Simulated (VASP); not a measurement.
# AlNi (Pm-3m) in VASP: a series of runs

The runs below take AlNi through electric field gradients, with PBE.

All numbers are computed with VASP 6.6.1; they aren't measurements. Logs are shortened: lines on timing, memory, paths and dates and some standing lists are left out, and cuts for length are marked.

### 1 The cell of the first run

The structure is cubic, space group Pm-3m (No. 221). The conventional cell has a = 2.891 Å, b = 2.891 Å, c = 2.891 Å, α = 90.00°, β = 90.00°, γ = 90.00°. Al (site symmetry m-3m) has 8 Ni at 2.50 Å and 6 Al at 2.89 Å within 3.3 Å. Within 3.3 Å of Ni (site symmetry m-3m) lie 8 Al at 2.50 Å and 6 Ni at 2.89 Å.

### 2 Electric field gradients, PBE, collinear spin, ferromagnetic start (volume scaled by 1.01)

Contents of INCAR:

```
PREC = Accurate ; ENCUT = 520
EDIFF = 1E-8 ; ISMEAR = -1
SIGMA = 0.05 ; LREAL = False
LASPH = True ; NELM = 150
ALGO = Normal ; ISIF = 2
LWAVE = False ; LCHARG = False
ISPIN = 2 ; MAGMOM = 0 1.5
LORBIT = 11 ; LMAXMIX = 4
GGA = PE ; LEFG = True
NBANDS = 18
```

Contents of KPOINTS:

```
regular mesh
0
Gamma
  13 13 13
```

Contents of POSCAR:

```
AlNi
1.0
    2.8905714989      0.0000000000      0.0000000000
    0.0000000000      2.8905714989      0.0000000000
    0.0000000000      0.0000000000      2.8905714989
Al Ni
1 1
Direct
    0.0000000000      0.0000000000      0.0000000000
    0.5000000000      0.5000000000      0.5000000000
```

Potentials or basis: VASP PAW PBE potentials, release 64 (Al, Ni).

Started as:

```sh
$ cat potpaw_PBE.64/Al/POTCAR potpaw_PBE.64/Ni/POTCAR > POTCAR
$ mpirun -np 1 vasp_std > vasp.out
```

OUTCAR:

```text
PREC = Accurate
   ENCUT = 520
   EDIFF = 1E-8
   ISMEAR = -1
   LREAL = False
   LASPH = True
   NELM = 150
   ISIF = 2
   ISPIN = 2
   LORBIT = 11
   GGA = PE

 ion  position               nearest neighbor table
   1  0.000  0.000  0.000-   2 2.50   2 2.50   2 2.50   2 2.50   2 2.50   2 2.50   2 2.50   2 2.50

   2  0.500  0.500  0.500-   1 2.50   1 2.50   1 2.50   1 2.50   1 2.50   1 2.50   1 2.50   1 2.50

  LATTYP: Found a simple cubic cell.
 ALAT       =     2.8905714989

  Lattice vectors:

 A1 = (   2.8905714989,   0.0000000000,   0.0000000000)
 A2 = (   0.0000000000,   2.8905714989,   0.0000000000)
 A3 = (   0.0000000000,   0.0000000000,   2.8905714989)

Analysis of symmetry for initial positions (statically):
=====================================================================
 Subroutine PRICEL returns:
 Original cell was already a primitive cell.

 Routine SETGRP: Setting up the symmetry group for a
 simple cubic supercell.

 Subroutine GETGRP returns: Found 48 space group operations
 (whereof 48 operations were pure point group operations)
 out of a pool of 48 trial point group operations.

The static configuration has the point symmetry O_h .

Analysis of symmetry for dynamics (positions and initial velocities):
=====================================================================
 Subroutine PRICEL returns:
 Original cell was already a primitive cell.

 Routine SETGRP: Setting up the symmetry group for a
 simple cubic supercell.

 Subroutine GETGRP returns: Found 48 space group operations
 (whereof 48 operations were pure point group operations)
 out of a pool of 48 trial point group operations.

The dynamic configuration has the point symmetry O_h .

Analysis of structural, dynamic, and magnetic symmetry:
=====================================================================
 Subroutine PRICEL returns:
 Original cell was already a primitive cell.

 Routine SETGRP: Setting up the symmetry group for a
 simple cubic supercell.

 Subroutine GETGRP returns: Found 48 space group operations
 (whereof 48 operations were pure point group operations)
 out of a pool of 48 trial point group operations.

The overall configuration has the point symmetry O_h .

 Subroutine INISYM returns: Found 48 space group operations
 (whereof 48 operations are pure point group operations),
 and found     1 'primitive' translations

----------------------------------------------------------------------------------------

                                     Primitive cell

  volume of cell :      24.1519

  direct lattice vectors                    reciprocal lattice vectors
     2.890571499  0.000000000  0.000000000     0.345952349  0.000000000  0.000000000
     0.000000000  2.890571499  0.000000000     0.000000000  0.345952349  0.000000000
     0.000000000  0.000000000  2.890571499     0.000000000  0.000000000  0.345952349

  length of vectors
     2.890571499  2.890571499  2.890571499     0.345952349  0.345952349  0.345952349

  position of ions in fractional coordinates (direct lattice)
     0.000000000  0.000000000  0.000000000
     0.500000000  0.500000000  0.500000000

  ion indices of the primitive-cell ions
   primitive index   ion index
                 1           1
                 2           2

----------------------------------------------------------------------------------------

 KPOINTS: regular mesh

Automatic generation of k-mesh.
 Grid dimensions read from file:
 generate k-points for:   13   13   13

 Generating k-lattice:

  Cartesian coordinates                     Fractional coordinates (reciprocal lattice)
     0.026611719  0.000000000  0.000000000     0.076923077  0.000000000  0.000000000
     0.000000000  0.026611719  0.000000000     0.000000000  0.076923077  0.000000000
     0.000000000  0.000000000  0.026611719     0.000000000  0.000000000  0.076923077

  Length of vectors
     0.026611719  0.026611719  0.026611719

  Shift w.r.t. Gamma in fractional coordinates (k-lattice)
     0.000000000  0.000000000  0.000000000

 Subroutine IBZKPT returns following result:
 ===========================================

 Found     84 irreducible k-points:

 Following reciprocal coordinates:
            Coordinates               Weight
  0.000000  0.000000  0.000000      1.000000
  0.076923  0.000000  0.000000      6.000000
  0.153846  0.000000  0.000000      6.000000
  0.230769  0.000000  0.000000      6.000000
  0.307692  0.000000  0.000000      6.000000
  0.384615  0.000000  0.000000      6.000000
[... 16 lines left out ...]
  0.307692  0.307692  0.000000     12.000000
  0.384615  0.307692  0.000000     24.000000
 [... further k-points ...]
   k-points           NKPTS =     84   k-points in BZ     NKDIM =     84   number of bands    NBANDS=     18
   number of dos      NEDOS =    301   number of ions     NIONS =      2
   total plane-waves  NPLWV =  13824
   dimension x,y,z NGX =    24 NGY =   24 NGZ =   24
   dimension x,y,z NGXF=    48 NGYF=   48 NGZF=   48
   ions per type =               1   1
   NGX,Y,Z   is equivalent  to a cutoff of  13.80, 13.80, 13.80 a.u.
   NGXF,Y,Z  is equivalent  to a cutoff of  27.61, 27.61, 27.61 a.u.
 SYSTEM =  unknown system
   PREC   = accura    normal or accurate (medium, high low for compatibility)
   ISTART =      0    job   : 0-new  1-cont  2-samecut
   ICHARG =      2    charge: 1-file 2-atom 10-const
   ISPIN  =      2    spin polarized calculation?
   LNONCOLLINEAR =      F non collinear calculations
   LSORBIT =      F    spin-orbit coupling
   LASPH  =      T    aspherical Exc in radial PAW
   ENCUT  =  520.0 eV  38.22 Ry    6.18 a.u.   5.37  5.37  5.37*2*pi/ulx,y,z
   NELM   =    150;   NELMIN=  2; NELMDL= -5     # of ELM steps
   EDIFF  = 0.1E-07   stopping-criterion for ELM
   LREAL  =      F    real-space projection
   EDIFFG = 0.1E-06   stopping-criterion for IOM
   NSW    =      0    number of steps for IOM
   IBRION =     -1    ionic relax: 0-MD 1-quasi-New 2-CG
   NFREE  =      0    steps in history (QN), initial steepest desc. (CG)
   ISIF   =      2    stress and relaxation
   ISYM   =      2    0-nonsym 1-usesym 2-fastsym
   POTIM  = 0.5000    time-step for ionic-motion
   TEBEG  =    0.0;   TEEND  =   0.0 temperature during run
   PSTRESS=    0.0 pullay stress
   NELECT =      13.0000    total number of electrons
   NUPDOWN=      -1.0000    fix difference up-down
   EMIN   =  10.00;   EMAX   =-10.00  energy-range for DOS
   EFERMI =   0.00;   METHOD = LEGACY
   ISMEAR =    -1;   SIGMA  =   0.05  broadening in eV -4-tet -1-fermi 0-gaus
   EFERMI_NEDOS =   21; number of points for ismear=-14 and -15
   IALGO  =     38    algorithm
   IMIX   =      4    mixing-type and parameters
     AMIX     =   0.40;   BMIX     =  1.00
     AMIX_MAG =   1.60;   BMIX_MAG =  1.00
  volume/ion in A,a.u.               =      12.08        81.49
  Fermi-wavevector in a.u.,A,eV,Ry     =   1.331697  2.516543 24.128818  1.773418
  Thomas-Fermi vector in A             =   2.460689
   LORBIT       =     11    0 simple, 1 ext, 2 COOP (PROOUT), +10 PAW based schemes
   GGA     = PE    functional components
   LHFCALC =     F    Hartree Fock is set to
   AEXX    =    0.0000 exact exchange contribution
   IVDW    =     0    specifies the selected vdW correction
   LEPSILON=     F    determine dielectric tensor
   LRPA    =     F    only Hartree local field effects (RPA)
 spin polarized calculation
  energy-cutoff  :      520.00
  volume of cell :       24.15
 maximum number of plane-waves:       669
 NGX is ok and might be reduce to    24
   NGX = 11   NGY = 11   NGZ = 11

 number of electron      13.0000014 magnetization       0.0005419

 number of electron      13.0000014 magnetization      -0.0000008

 Free energy of the ion-electron system (eV)
  ---------------------------------------------------
  ext. energy  EPLUGINS =         0.00000000
  ---------------------------------------------------
  free energy    TOTEN  =       -10.54516382 eV

  energy without entropy =      -10.54013352  energy(sigma->0) =      -10.54264867

 E-fermi :   9.8754     XC(G=0): -12.0006

 val. band max:        9.8225576443   @ k =   0.3846   0.2308   0.1538
 cond. band min:       9.9318618655   @ k =   0.3846   0.3077   0.1538
 fundamental gap:      0.1093042212
 Fermi energy:         9.8753863455

 spin component 1

 k-point     1 :       0.0000    0.0000    0.0000
  band No.  band energies     occupation
      1      -1.1704      1.00000
      2       6.7165      1.00000
      3       6.7165      1.00000
      4       8.3744      1.00000
      5       8.3744      1.00000
      6       8.3744      1.00000
[... 10 lines left out ...]
     17      33.1353      0.00000
     18      33.1353      0.00000
[... 463 lines left out ...]
 k-point    24 :       0.3846    0.3077    0.0000
  band No.  band energies     occupation
      1       2.9017      1.00000
      2       5.7611      1.00000
      3       7.0145      1.00000
      4       7.5628      1.00000
      5       7.8635      1.00000
      6       8.0194      1.00000
[... 10 lines left out ...]
     17      31.6687      0.00000
     18      34.5106      0.00000

 [... further k-points ...]

 spin component 2

 k-point     1 :       0.0000    0.0000    0.0000
  band No.  band energies     occupation
      1      -1.1704      1.00000
      2       6.7165      1.00000
      3       6.7165      1.00000
      4       8.3744      1.00000
      5       8.3744      1.00000
      6       8.3744      1.00000
[... 10 lines left out ...]
     17      33.1353      0.00000
     18      33.1353      0.00000
[... 463 lines left out ...]
 k-point    24 :       0.3846    0.3077    0.0000
  band No.  band energies     occupation
      1       2.9017      1.00000
      2       5.7611      1.00000
      3       7.0145      1.00000
      4       7.5628      1.00000
      5       7.8635      1.00000
      6       8.0194      1.00000
[... 10 lines left out ...]
     17      31.6686      0.00000
     18      34.5106      0.00000

 [... further k-points ...]

------------------------ aborting loop because EDIFF is reached ----------------------------------------

  FORCE on cell =-STRESS in cart. coord.  units (eV):
  Direction    XX          YY          ZZ          XY          YZ          ZX
  --------------------------------------------------------------------------------------
  -------------------------------------------------------------------------------------
  Total        0.0495742      0.0495742      0.0495742      0.0000000     -0.0000000     -0.0000000
  in kB        3.2886290      3.2886290      3.2886290      0.0000000     -0.0000000     -0.0000000
  external PRESSURE =       3.2886290 kB  Pullay stress =       0.0000000 kB

 VOLUME and BASIS-vectors are now :
 -----------------------------------------------------------------------------
  energy-cutoff  :      520.00
  volume of cell :       24.15
      direct lattice vectors                 reciprocal lattice vectors
     2.890571499  0.000000000  0.000000000     0.345952349  0.000000000  0.000000000
     0.000000000  2.890571499  0.000000000     0.000000000  0.345952349  0.000000000
     0.000000000  0.000000000  2.890571499     0.000000000  0.000000000  0.345952349

 POSITION                                       TOTAL-FORCE (eV/Angst)
 -----------------------------------------------------------------------------------
      0.00000      0.00000      0.00000         0.000000      0.000000      0.000000
      1.44529      1.44529      1.44529         0.000000      0.000000      0.000000
 -----------------------------------------------------------------------------------
    total drift:                                0.000000      0.000000     -0.000000

  FREE ENERGIE OF THE ION-ELECTRON SYSTEM (eV)
  ---------------------------------------------------
  free  energy   TOTEN  =       -10.5451638242 eV

  energy  without entropy=      -10.5401335247  energy(sigma->0) =      -10.54264867

 Electric field gradients (V/A^2)
---------------------------------------------------------------------
 ion       V_xx      V_yy      V_zz      V_xy      V_xz      V_yz
---------------------------------------------------------------------
   1       0.000     0.000     0.000    -0.000    -0.000     0.000
   2      -0.000    -0.000     0.000    -0.000     0.000    -0.000
---------------------------------------------------------------------

 Electric field gradients after diagonalization (V/A^2)
 (convention: |V_zz| > |V_xx| > |V_yy|)
----------------------------------------------------------------------
 ion       V_xx      V_yy      V_zz     asymmetry (V_yy - V_xx)/ V_zz
----------------------------------------------------------------------
   1       0.000     0.000     0.000      -0.309
   2      -0.000    -0.000     0.000       0.105
----------------------------------------------------------------------

           NMR quadrupolar parameters

 Cq : quadrupolar parameter    Cq=e*Q*V_zz/h
 eta: asymmetry parameters     (V_yy - V_xx)/ V_zz
 Q  : nuclear electric quadrupole moment in mb (millibarn)
----------------------------------------------------------------------
 ion       Cq(MHz)       eta       Q (mb)
----------------------------------------------------------------------
   1       0.000      -0.309       1.000
   2       0.000       0.105       1.000
----------------------------------------------------------------------

 total charge

# of ion       s       p       d       tot
------------------------------------------
    1        0.383   0.409   0.000   0.792
    2        0.471   0.508   8.470   9.448
--------------------------------------------------
tot          0.854   0.917   8.470  10.240

 magnetization (x)

# of ion       s       p       d       tot
------------------------------------------
    1        0.000   0.000   0.000   0.000
    2       -0.000   0.000  -0.000  -0.000
--------------------------------------------------
tot          0.000   0.000  -0.000  -0.000
```

Run time: 50 s. Hardware: 1 thread of Intel Xeon 6975P-C (Granite Rapids), shared host; peak memory 0.18 GiB.

What came out:

| Item | Value |
| --- | --- |
| Free energy | -10.5452 eV |
| Pressure | 0.3 GPa |
| Net moment | 0.00 μB per cell |
| Valence electrons inside the program's atomic spheres | Al 0.79; Ni 9.45 |

Caveat: the starting moments collapsed, and a magnetic state may lie lower; without QUAD_EFG the Cq values of the log hold for a quadrupole moment of 1 mb, not for the nuclei.

(Continued in part 2 of 2.)
